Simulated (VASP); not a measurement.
# CdS (Greenockite) (P6_3mc) in VASP: single point with PBE

Aim: the single point of CdS (Greenockite) with PBE.

All numbers are computed with VASP 6.6.1; they aren't measurements. Logs are shortened: lines on timing, memory, paths and dates and some standing lists are left out, and cuts for length are marked.

### Step 1. The cell of the first run

Symmetry: P6_3mc, No. 186, hexagonal system. The conventional cell has a = 4.150 Å, b = 4.150 Å, c = 6.737 Å, α = 90.00°, β = 90.00°, γ = 120.00°. Within 3.3 Å of Cd (site symmetry 3m) lie 4 S at 2.53 to 2.54 Å. S (site symmetry 3m) has 4 Cd at 2.53 to 2.54 Å within 3.3 Å.

### Step 2. Single point, PBE

File INCAR:

```
PREC = Accurate
ENCUT = 520
EDIFF = 1E-6
ISMEAR = 0
SIGMA = 0.01
LREAL = F
LASPH = T
NELM = 80
ALGO = Normal
ISIF = 2
LWAVE = F
LCHARG = F
GGA = PE
NBANDS = 26
```

File KPOINTS:

```
regular mesh
0
Gamma
  3 3 2
```

File POSCAR:

```
CdS
1.0
    4.1500000000      0.0000000000      0.0000000000
   -2.0750000000      3.5940100000      0.0000000000
    0.0000000000      0.0000000000      6.7370000000
Cd S
2 2
Direct
    0.3333333333      0.6666666667      0.0000000000
    0.6666666667      0.3333333333      0.5000000000
    0.3333333333      0.6666666667      0.3750000000
    0.6666666667      0.3333333333      0.8750000000
```

Potentials or basis: VASP PAW PBE potentials, release 64 (Cd, S).

Run with:

```bash
$ cat potpaw_PBE.64/Cd/POTCAR potpaw_PBE.64/S/POTCAR > POTCAR
$ mpirun -np 1 vasp_std > vasp.out
```

OUTCAR:

```text
PREC = Accurate
   ENCUT = 520
   EDIFF = 1E-6
   ISMEAR = 0
   LREAL = F
   LASPH = T
   NELM = 80
   ISIF = 2
   GGA = PE

 ion  position               nearest neighbor table
   1  0.333  0.667  0.000-   3 2.53   4 2.54   4 2.54   4 2.54
   2  0.667  0.333  0.500-   4 2.53   3 2.54   3 2.54   3 2.54
   3  0.333  0.667  0.375-   1 2.53   2 2.54   2 2.54   2 2.54
   4  0.667  0.333  0.875-   2 2.53   1 2.54   1 2.54   1 2.54

  LATTYP: Found a hexagonal cell.
 ALAT       =     4.1500000000
 C/A-ratio  =     1.6233734940

  Lattice vectors:

 A1 = (   4.1500000000,   0.0000000000,   0.0000000000)
 A2 = (  -2.0750000000,   3.5940100000,   0.0000000000)
 A3 = (   0.0000000000,   0.0000000000,   6.7370000000)

Analysis of symmetry for initial positions (statically):
=====================================================================
 Subroutine PRICEL returns:
 Original cell was already a primitive cell.

 Routine SETGRP: Setting up the symmetry group for a
 hexagonal supercell.

 Subroutine GETGRP returns: Found 12 space group operations
 (whereof  6 operations were pure point group operations)
 out of a pool of 24 trial point group operations.

The static configuration has the point symmetry C_3v.
 The point group associated with its full space group is C_6v.

Analysis of symmetry for dynamics (positions and initial velocities):
=====================================================================
 Subroutine PRICEL returns:
 Original cell was already a primitive cell.

 Routine SETGRP: Setting up the symmetry group for a
 hexagonal supercell.

 Subroutine GETGRP returns: Found 12 space group operations
 (whereof  6 operations were pure point group operations)
 out of a pool of 24 trial point group operations.

The dynamic configuration has the point symmetry C_3v.
 The point group associated with its full space group is C_6v.

 Subroutine INISYM returns: Found 12 space group operations
 (whereof  6 operations are pure point group operations),
 and found     1 'primitive' translations

----------------------------------------------------------------------------------------

                                     Primitive cell

  volume of cell :     100.4833

  direct lattice vectors                    reciprocal lattice vectors
     4.150000000  0.000000000  0.000000000     0.240963855  0.139120370  0.000000000
    -2.075000000  3.594010000  0.000000000     0.000000000  0.278240739  0.000000000
     0.000000000  0.000000000  6.737000000     0.000000000  0.000000000  0.148434021

  length of vectors
     4.150000000  4.150003961  6.737000000     0.278241005  0.278240739  0.148434021

  position of ions in fractional coordinates (direct lattice)
     0.333333333  0.666666667  0.000000000
     0.666666667  0.333333333  0.500000000
     0.333333333  0.666666667  0.375000000
     0.666666667  0.333333333  0.875000000

  ion indices of the primitive-cell ions
   primitive index   ion index
                 1           1
                 2           2
                 3           3
                 4           4

----------------------------------------------------------------------------------------

 KPOINTS: regular mesh

Automatic generation of k-mesh.
 Grid dimensions read from file:
 generate k-points for:    3    3    2

 Generating k-lattice:

  Cartesian coordinates                     Fractional coordinates (reciprocal lattice)
     0.080321285  0.046373457  0.000000000     0.333333333  0.000000000  0.000000000
     0.000000000  0.092746913  0.000000000     0.000000000  0.333333333  0.000000000
     0.000000000  0.000000000  0.074217011     0.000000000  0.000000000  0.500000000

  Length of vectors
     0.092747002  0.092746913  0.074217011

  Shift w.r.t. Gamma in fractional coordinates (k-lattice)
     0.000000000  0.000000000  0.000000000

 Subroutine IBZKPT returns following result:
 ===========================================

 Found      6 irreducible k-points:

 Following reciprocal coordinates:
            Coordinates               Weight
  0.000000  0.000000  0.000000      1.000000
  0.333333 -0.000000  0.000000      6.000000
  0.333333  0.333333  0.000000      2.000000
  0.000000  0.000000  0.500000      1.000000
  0.333333 -0.000000  0.500000      6.000000
  0.333333  0.333333  0.500000      2.000000
   k-points           NKPTS =      6   k-points in BZ     NKDIM =      6   number of bands    NBANDS=     26
   number of dos      NEDOS =    301   number of ions     NIONS =      4
   total plane-waves  NPLWV =  51200
   dimension x,y,z NGX =    32 NGY =   32 NGZ =   50
   dimension x,y,z NGXF=    64 NGYF=   64 NGZF=  100
   ions per type =               2   2
   NGX,Y,Z   is equivalent  to a cutoff of  12.82, 12.82, 12.34 a.u.
   NGXF,Y,Z  is equivalent  to a cutoff of  25.64, 25.64, 24.68 a.u.
 SYSTEM =  unknown system
   PREC   = accura    normal or accurate (medium, high low for compatibility)
   ISTART =      0    job   : 0-new  1-cont  2-samecut
   ICHARG =      2    charge: 1-file 2-atom 10-const
   ISPIN  =      1    spin polarized calculation?
   LNONCOLLINEAR =      F non collinear calculations
   LSORBIT =      F    spin-orbit coupling
   LASPH  =      T    aspherical Exc in radial PAW
   ENCUT  =  520.0 eV  38.22 Ry    6.18 a.u.   7.72  7.72 12.53*2*pi/ulx,y,z
   NELM   =     80;   NELMIN=  2; NELMDL= -5     # of ELM steps
   EDIFF  = 0.1E-05   stopping-criterion for ELM
   LREAL  =      F    real-space projection
   EDIFFG = 0.1E-04   stopping-criterion for IOM
   NSW    =      0    number of steps for IOM
   IBRION =     -1    ionic relax: 0-MD 1-quasi-New 2-CG
   NFREE  =      0    steps in history (QN), initial steepest desc. (CG)
   ISIF   =      2    stress and relaxation
   ISYM   =      2    0-nonsym 1-usesym 2-fastsym
   POTIM  = 0.5000    time-step for ionic-motion
   TEBEG  =    0.0;   TEEND  =   0.0 temperature during run
   PSTRESS=    0.0 pullay stress
   NELECT =      36.0000    total number of electrons
   NUPDOWN=      -1.0000    fix difference up-down
   EMIN   =  10.00;   EMAX   =-10.00  energy-range for DOS
   EFERMI =   0.00;   METHOD = LEGACY
   ISMEAR =     0;   SIGMA  =   0.01  broadening in eV -4-tet -1-fermi 0-gaus
   EFERMI_NEDOS =   21; number of points for ismear=-14 and -15
   IALGO  =     38    algorithm
   IMIX   =      4    mixing-type and parameters
     AMIX     =   0.40;   BMIX     =  1.00
     AMIX_MAG =   1.60;   BMIX_MAG =  1.00
  volume/ion in A,a.u.               =      25.12       169.52
  Fermi-wavevector in a.u.,A,eV,Ry     =   1.162727  2.197235 18.394174  1.351934
  Thomas-Fermi vector in A             =   2.299285
   LORBIT       =      0    0 simple, 1 ext, 2 COOP (PROOUT), +10 PAW based schemes
   GGA     = PE    functional components
   LHFCALC =     F    Hartree Fock is set to
   AEXX    =    0.0000 exact exchange contribution
   IVDW    =     0    specifies the selected vdW correction
   LEPSILON=     F    determine dielectric tensor
   LRPA    =     F    only Hartree local field effects (RPA)
 non-spin polarized calculation
 Gauss-broadening in eV      SIGMA  =   0.01
  energy-cutoff  :      520.00
  volume of cell :      100.48
 maximum number of plane-waves:      2731
 NGX is ok and might be reduce to    32
   NGX = 15   NGY = 15   NGZ = 25

 number of electron      35.9999997 magnetization

 Free energy of the ion-electron system (eV)
  ---------------------------------------------------
  ext. energy  EPLUGINS =         0.00000000
  ---------------------------------------------------
  free energy    TOTEN  =       -12.11018437 eV

  energy without entropy =      -12.11018437  energy(sigma->0) =      -12.11018437

 E-fermi :   1.3583     XC(G=0):  -9.0680

 val. band max:        1.2485537525   @ k =   0.0000   0.0000   0.0000
 cond. band min:       2.4261846222   @ k =   0.0000   0.0000   0.0000
 fundamental gap:      1.1776308697
 Fermi energy:         1.3583249079

 k-point     1 :       0.0000    0.0000    0.0000
  band No.  band energies     occupation
      1     -11.0456      2.00000
      2     -10.6195      2.00000
      3      -6.4670      2.00000
      4      -6.4425      2.00000
      5      -6.4424      2.00000
      6      -6.3575      2.00000
[... 18 lines left out ...]
     25       8.8091      0.00000
     26       8.9423      0.00000

 k-point     2 :       0.3333   -0.0000    0.0000
  band No.  band energies     occupation
      1     -10.7532      2.00000
      2     -10.5160      2.00000
      3      -6.3786      2.00000
      4      -6.3554      2.00000
      5      -6.2401      2.00000
      6      -6.2020      2.00000
[... 18 lines left out ...]
     25       9.5654      0.00000
     26      10.0504      0.00000

 k-point     3 :       0.3333    0.3333    0.0000
  band No.  band energies     occupation
      1     -10.5375      2.00000
      2     -10.5375      2.00000
      3      -6.3889      2.00000
      4      -6.2225      2.00000
      5      -6.2225      2.00000
      6      -6.1479      2.00000
[... 18 lines left out ...]
     25       9.8875      0.00000
     26       9.8875      0.00000

 k-point     4 :       0.0000    0.0000    0.5000
  band No.  band energies     occupation
      1     -10.8283      2.00000
      2     -10.8283      2.00000
      3      -6.4068      2.00000
      4      -6.4068      2.00000
      5      -6.4068      2.00000
      6      -6.4068      2.00000
[... 18 lines left out ...]
     25       8.0478      0.00000
     26       8.0478      0.00000

 k-point     5 :       0.3333   -0.0000    0.5000
  band No.  band energies     occupation
      1     -10.6251      2.00000
      2     -10.6251      2.00000
      3      -6.3334      2.00000
      4      -6.3334      2.00000
      5      -6.2775      2.00000
      6      -6.2775      2.00000
[... 18 lines left out ...]
     25       9.3651      0.00000
     26       9.3651      0.00000

 k-point     6 :       0.3333    0.3333    0.5000
  band No.  band energies     occupation
      1     -10.5265      2.00000
      2     -10.5265      2.00000
      3      -6.2777      2.00000
      4      -6.2777      2.00000
      5      -6.2535      2.00000
      6      -6.2535      2.00000
[... 18 lines left out ...]
     25      10.5717      0.00000
     26      10.5719      0.00000

------------------------ aborting loop because EDIFF is reached ----------------------------------------

  FORCE on cell =-STRESS in cart. coord.  units (eV):
  Direction    XX          YY          ZZ          XY          YZ          ZX
  --------------------------------------------------------------------------------------
  -------------------------------------------------------------------------------------
  Total        1.7655508      1.7655553      1.6245879      0.0000000      0.0000000      0.0000000
  in kB       28.1511971     28.1512688     25.9035852      0.0000000      0.0000000      0.0000000
  external PRESSURE =      27.4020171 kB  Pullay stress =       0.0000000 kB

 VOLUME and BASIS-vectors are now :
 -----------------------------------------------------------------------------
  energy-cutoff  :      520.00
  volume of cell :      100.48
      direct lattice vectors                 reciprocal lattice vectors
     4.150000000  0.000000000  0.000000000     0.240963855  0.139120370  0.000000000
    -2.075000000  3.594010000  0.000000000     0.000000000  0.278240739  0.000000000
     0.000000000  0.000000000  6.737000000     0.000000000  0.000000000  0.148434021

 POSITION                                       TOTAL-FORCE (eV/Angst)
 -----------------------------------------------------------------------------------
     -0.00000      2.39601      0.00000         0.000000     -0.000000     -0.019118
      2.07500      1.19800      3.36850        -0.000000      0.000000     -0.019118
     -0.00000      2.39601      2.52637         0.000000     -0.000000      0.019118
      2.07500      1.19800      5.89487         0.000000      0.000000      0.019118
 -----------------------------------------------------------------------------------
    total drift:                               -0.000000     -0.000000     -0.000614

  FREE ENERGIE OF THE ION-ELECTRON SYSTEM (eV)
  ---------------------------------------------------
  free  energy   TOTEN  =       -12.1101843669 eV

  energy  without entropy=      -12.1101843669  energy(sigma->0) =      -12.11018437
```

Wall time 11 s (1 thread of AMD EPYC 9R45 (Zen 5), shared host); peak memory 0.18 GiB.

What came out:

- Free energy: -12.1102 eV
- Pressure: 2.7 GPa
- Largest force: 0.019 eV/Å
- Band gap on the k mesh: 1.18 eV, direct

Forces on the atoms (eV/Å):
```
Cd   0.000  0.000 -0.019
Cd   0.000  0.000 -0.019
S    0.000  0.000  0.019
S    0.000  0.000  0.019
```

Levels at points of the mesh, in eV from the valence-band top:
| k point | band 15 | band 16 | band 17 | band 18 | band 19 | band 20 | band 21 | band 22 |
| --- | --- | --- | --- | --- | --- | --- | --- | --- |
| (0.00, 0.00, 0.00) | -0.76 | -0.05 | 0.00 | 0.00 | 1.18 | 2.76 | 6.44 | 6.44 |
| (0.00, 0.00, 0.50) | -0.39 | -0.39 | -0.39 | -0.39 | 2.82 | 2.82 | 6.18 | 6.18 |

Caveat: the k points lie up to 0.58 Å⁻¹ apart. Expect the measured gap to be larger: semilocal functionals such as PBE lack the derivative discontinuity.
